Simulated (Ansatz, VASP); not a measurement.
## One calculation of TiO2, two programs

```
CELL_PARAMETERS angstrom
4.70996 0.00000 0.00000
0.00000 4.70996 0.00000
0.00000 0.00000 3.05120
ATOMIC_POSITIONS crystal
Ti 0.50000 0.50000 0.00000
Ti 0.00000 0.00000 0.50000
O 0.69257 0.69257 0.50000
O 0.80743 0.19257 0.00000
O 0.19257 0.80743 0.00000
O 0.30743 0.30743 0.50000
```

Change from the starting cell: equal strain along all axes, cell held, atoms relaxed: +1.5 %.

Alike in both runs: functional PBE; k mesh 6 × 6 × 10; occupations gaussian, width 0.02 eV; no spin polarisation; Hubbard terms Ti d U = 4.0 eV.

Ansatz relaxed the structure, and its values are those at the end. VASP's run is a single point on that final structure, the one shown.

|  | VASP | Ansatz |
| --- | --- | --- |
| version | VASP 6.6.1 | Ansatz 0.2.0 |
| potentials or method | VASP PAW PBE potentials, release 64 (Ti_sv, O), cutoff 520 eV | scalar-relativistic, plane waves, PAW |
| valence electrons in the cell | 48 | 48 |

VASP gave:

| Quantity | Value |
| --- | --- |
| gap on the k mesh at the Fermi level (eV) | 2.25 |
| least direct gap on the mesh (eV) | 2.25 |
| pressure (GPa) | -5.1 |
| rms of the force components (eV/Å) | 0.073 |

Q: Estimate Ansatz's values.

A: gap on the k mesh at the Fermi level (eV): 2.20; least direct gap on the mesh (eV): 2.23; pressure (GPa): -8.5; rms of the force components (eV/Å): 0.001.

The programs project onto different local orbitals, so the same U acts differently, and such runs can settle in different states. Ansatz's warnings: stress scf threshold loose.
